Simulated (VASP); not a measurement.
Wanted: the native input for a VASP 6.6.1 run.

```yaml
Task: single point
Functional: PBEsol
Potentials_or_basis: VASP PAW PBE potentials, release 64 (S, Mo_sv)
Cutoff: 520 eV
k_mesh: 12 × 12 × 1
Occupations: gaussian, width 0.1 eV
Spin: no spin polarisation
Dipole_correction: yes
Further_INCAR_settings: ALGO = Normal; EDIFF = 1e-06; NBANDS = 35
```

The structure of MoS2 lies in POSCAR:

```
MoS2
1.0
    3.1204069001      0.0000000000      0.0000000000
   -1.5602034501      2.7023516456      0.0000000000
    0.0000000000      0.0000000000     24.2881256951
S Mo
4 2
Direct
    0.0000000000      0.0000000000      0.3103163011
    0.3333333333      0.6666666667      0.4422110355
    0.6666666667      0.3333333333      0.5577889654
    0.0000000000      0.0000000000      0.6896836996
    0.6666666667      0.3333333333      0.3761034434
    0.3333333333      0.6666666667      0.6238965550
```

These files were run (other wordings do the same):

INCAR

```
PREC = Accurate
ENCUT = 520
EDIFF = 1E-6
ISMEAR = 0
SIGMA = 0.1
LREAL = F
LASPH = T
NELM = 100
ALGO = Normal
ISIF = 2
LWAVE = F
LCHARG = F
LDIPOL = T
IDIPOL = 3
DIPOL = 0.5 0.5 0.500
GGA = PS
NBANDS = 35
```

KPOINTS

```
regular mesh
0
Gamma
  12 12 1
```

Potentials or basis: VASP PAW PBE potentials, release 64 (S, Mo_sv).

Launch:

```bash
$ cat potpaw_PBE.64/S/POTCAR potpaw_PBE.64/Mo_sv/POTCAR > POTCAR
$ mpirun -np 1 vasp_std > vasp.out
```

Results of the run:

| Item | Value |
| --- | --- |
| Largest force | 0.008 eV/Å |
| Band gap on the k mesh | zero (bands 26 and 27 overlap by 0.56 eV) |

Caveat: the PAW data sets were made with another functional, which shifts forces and pressure a little.

Wall time 6 min on 1 thread of Intel Xeon 8259CL, on a shared host, peak memory 0.38 GiB.
